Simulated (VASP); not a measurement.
Write the native input for VASP 6.6.1 that does the following.

| Quantity | Value |
| --- | --- |
| Task | single point |
| Functional | PBEsol |
| Potentials or basis | VASP PAW PBE potentials, release 64 (Na_pv, F) |
| Cutoff | 520 eV |
| k mesh | 8 × 8 × 8 |
| Occupations | gaussian, width 0.05 eV |
| Spin | no spin polarisation |
| Dipole correction | no |
| Further INCAR settings | ALGO = Normal; EDIFF = 1e-07; NBANDS = 14 |

The structure of NaF lies in POSCAR:

```
NaF
1.0
    0.0000000000      2.4394650000      2.3233000000
    2.4394650000      0.0000000000      2.3233000000
    2.4394650000      2.4394650000      0.0000000000
Na F
1 1
Direct
    0.0000000000      0.0000000000      0.0000000000
    0.5000000000      0.5000000000      0.5000000000
```

This cell differs from its parent crystal: strain +0.050 along x and y, +0.000 along z.

One way to write it, as run:

INCAR

```
SYSTEM = NaF
PREC = Accurate
ENCUT = 520
EDIFF = 1E-7
ISMEAR = 0
SIGMA = 0.05
LREAL = .FALSE.
LASPH = .TRUE.
NELM = 60
ALGO = Normal
ISIF = 2
LWAVE = .FALSE.
LCHARG = .TRUE.
GGA = PS
LELF = .TRUE.
LVHAR = .TRUE.
NBANDS = 14
```

KPOINTS

```
Automatic mesh
0
G
  8 8 8
  0 0 0
```

Potentials or basis: VASP PAW PBE potentials, release 64 (Na_pv, F).

Command:

```console
$ cat potpaw_PBE.64/Na_pv/POTCAR potpaw_PBE.64/F/POTCAR > POTCAR
$ mpirun -np 1 vasp_std > vasp.out
```

It gave:

```json
{
 "Pressure": "-4.0 GPa",
 "Band gap on the k mesh": "5.65 eV, direct"
}
```

Caveat: the cell differs from its parent crystal (strain +0.050 along x and y, +0.000 along z); the PAW data sets were made with another functional, which shifts forces and pressure a little.

Wall time 30 s on 1 thread of AMD EPYC 7R43 64-Core Processor (Zen 3), with other jobs on the host, peak memory 0.12 GiB.
